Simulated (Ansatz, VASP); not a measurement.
Co in VASP and in Ansatz

```
CELL_PARAMETERS angstrom
0.00000 2.47974 2.47974
2.47974 0.00000 2.47974
2.47974 2.47974 0.00000
ATOMIC_POSITIONS crystal
Co 0.12500 0.12500 0.12500
Co 0.87500 0.87500 0.87500
```

Alike in both runs: functional revPBE; k mesh 11 × 11 × 11; occupations fermi-dirac, width 0.1 eV; no spin polarisation.

Ansatz relaxed the structure, and its values are those at the end. VASP's run is a single point on that final structure, the one shown.

|  | VASP | Ansatz |
| --- | --- | --- |
| version | VASP 6.6.1 | Ansatz 0.2.0 |
| potentials or method | VASP PAW PBE potentials, release 64 (Co), cutoff 520 eV | plane waves (420 eV) with PAW, scalar-relativistic |
| valence electrons in the cell | 18 | 34 |

Ansatz gave:

- pressure (GPa): 0.0

Question: What did VASP give for the same quantities?

Answer: Pressure (GPa): -0.8.

VASP's potentials were made for PBE, not for revPBE. VASP's potentials hold 18 valence electrons a cell and Ansatz's 34, so a difference there can come from the potentials and not from the codes.
